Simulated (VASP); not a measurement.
Write the native input for VASP 6.6.1 that does the following.

```
Task                   : relaxation of cell and atoms
Functional             : PBE
Potentials or basis    : VASP PAW PBE potentials, release 64 (Si, Sb)
Cutoff                 : 600 eV
k mesh                 : 4 × 4 × 4
Occupations            : gaussian, width 0.1 eV
Spin                   : no spin polarisation
Dipole correction      : no
Further INCAR settings : ALGO = Normal; EDIFF = 1e-07; IBRION = 2; EDIFFG = -0.04; NSW = 90; ISIF = 3
```

The structure of Si4Sb lies in POSCAR:

```
Si4Sb
1.0
   -2.8524237200      2.8524237200      2.8524237200
    2.8524237200     -2.8524237200      2.8524237200
    2.8524237200      2.8524237200     -2.8524237200
Si Sb
4 1
Direct
    0.0000000000      0.0000000000      0.5000000000
    0.0000000000      0.5000000000      0.0000000000
    0.5000000000      0.0000000000      0.0000000000
    0.5000000000      0.5000000000      0.5000000000
    0.0000000000      0.0000000000      0.0000000000
```

The input as run:

INCAR

```
  ALGO = Normal
  EDIFF = 1E-7
  EDIFFG = -0.04
  ENCUT = 600
  GGA = PE
  IBRION = 2
  ISIF = 3
  ISMEAR = 0
  LASPH = T
  LCHARG = F
  LREAL = F
  LWAVE = F
  NELM = 100
  NSW = 90
  PREC = Accurate
  SIGMA = 0.1
```

KPOINTS

```
k-points
0
Gamma
  4 4 4
```

Potentials or basis: VASP PAW PBE potentials, release 64 (Si, Sb).

Command:

```console
$ cat potpaw_PBE.64/Si/POTCAR potpaw_PBE.64/Sb/POTCAR > POTCAR
$ mpirun -np 1 vasp_std > vasp.out
```

Results of the run:

| Item | Value |
| --- | --- |
| Relaxed volume | 23.55 Å³/atom |
| Relaxed cell | a = 5.348 Å, b = 5.348 Å, c = 5.348 Å, α = 109.47°, β = 109.47°, γ = 109.47° |
| Space group after relaxing (to 0.05 Å) | Im-3m (No. 229) |
| Energy gained by relaxing | 271.8 meV/atom |
| Ionic steps | 3 |
| Pressure after relaxing | -0.1 GPa |

Caveat: the k points lie up to 0.36 Å⁻¹ apart in the final cell; the volume moved by over 15 % at a fixed basis, so the end points are rough.

It took 40 s on 1 thread of Intel(R) Xeon(R) Platinum 8488C (Sapphire Rapids), on a shared host, peak memory 0.24 GiB.
